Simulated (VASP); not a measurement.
Crystal: K.

```
CELL_PARAMETERS angstrom
-2.61250 2.61250 2.61250
2.61250 -2.61250 2.61250
2.61250 2.61250 -2.61250
ATOMIC_POSITIONS crystal
K 0.00000 0.00000 0.00000
```

* Program: VASP 6.6.1
* Task: relaxation of cell and atoms
* Functional: LDA
* Potentials or basis: VASP PAW LDA potentials, release 64 (K_sv)
* Cutoff: 600 eV
* k mesh: 16 × 16 × 16
* Occupations: fermi-dirac, width 0.08 eV
* Spin: no spin polarisation

At the start: pressure -0.4 GPa; volume 71.32 Å³/atom.

Problem. Where does the relaxation end?

Solution. Over 12 steps the energy falls by 9.4 meV/atom and the volume is 64.14 Å³/atom (-10.1 %); space group Im-3m (No. 229, to 0.1 Å) before and after.

Step by step:
| step | energy change (eV) | largest force (eV/Å) | pressure (GPa) | volume (Å³) |
| --- | --- | --- | --- | --- |
| 1 | 0.0000 | 0.0000 | -0.39 | 71.32 |
| 2 | -0.0039 | 0.0000 | -0.31 | 69.56 |
| 3 | -0.0085 | 0.0000 | -0.14 | 66.31 |
| 4 | -0.0055 | 0.0000 | 0.32 | 60.13 |
| 5 | -0.0094 | 0.0000 | -0.01 | 64.24 |
| 6 | -0.0094 | 0.0000 | 0.01 | 64.08 |
| 7 | -0.0094 | 0.0000 | 0.02 | 64.13 |
| 8 | -0.0094 | 0.0000 | -0.01 | 64.29 |
| 9 | -0.0094 | 0.0000 | -0.02 | 64.24 |
| 10 | -0.0094 | 0.0000 | -0.02 | 64.18 |
| 11 | -0.0094 | 0.0000 | -0.01 | 64.16 |
| 12 | -0.0094 | 0.0000 | 0.00 | 64.14 |

Final structure:
```xyz
1
Lattice="-2.5217 2.5217 2.5217 2.5217 -2.5217 2.5217 2.5217 2.5217 -2.5217" Properties=species:S:1:pos:R:3 pbc="T T T"
K     0.0000    0.0000    0.0000
```
